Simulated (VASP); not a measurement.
The system is Mg.

```
Mg
1.0
     2.92775    0.00000    0.00000
     0.00000    2.92775    0.00000
     0.00000    0.00000    2.92775
Mg
1
Direct
  0.00000 0.00000 0.00000
```

- Program: VASP 6.6.1
- Task: relaxation of cell and atoms
- Functional: BLYP
- Potentials or basis: VASP PAW PBE potentials, release 64 (Mg)
- Cutoff: 600 eV
- k mesh: 11 × 11 × 11
- Occupations: fermi-dirac, width 0.1 eV
- Spin: no spin polarisation

At the start: pressure 3.9 GPa; volume 25.10 Å³/atom.

**Question.** How do energy, volume and symmetry change on relaxing?

**Answer.** Over 4 steps the energy falls by 47.9 meV/atom and the volume is 29.66 Å³/atom (+18.2 %); space group Pm-3m (No. 221, to 0.05 Å).

The path:
```
step  energy change (eV)  largest force (eV/Å)  pressure (GPa)  volume (Å³)
   1              0.0000                0.0000            3.93        25.10
   2             -0.0381                0.0000            1.52        27.40
   3             -0.0470                0.0000           -0.38        30.31
   4             -0.0479                0.0000           -0.04        29.66
```

Final structure:
```xyz
1
Lattice="3.0955 0.0000 0.0000 0.0000 3.0955 0.0000 0.0000 0.0000 3.0955" Properties=species:S:1:pos:R:3 pbc="T T T"
Mg    0.0000    0.0000    0.0000
```

Caveat: the volume moved by over 15 % at a fixed basis, so the end points are rough; the PAW data sets were made with another functional, which shifts forces and pressure a little.
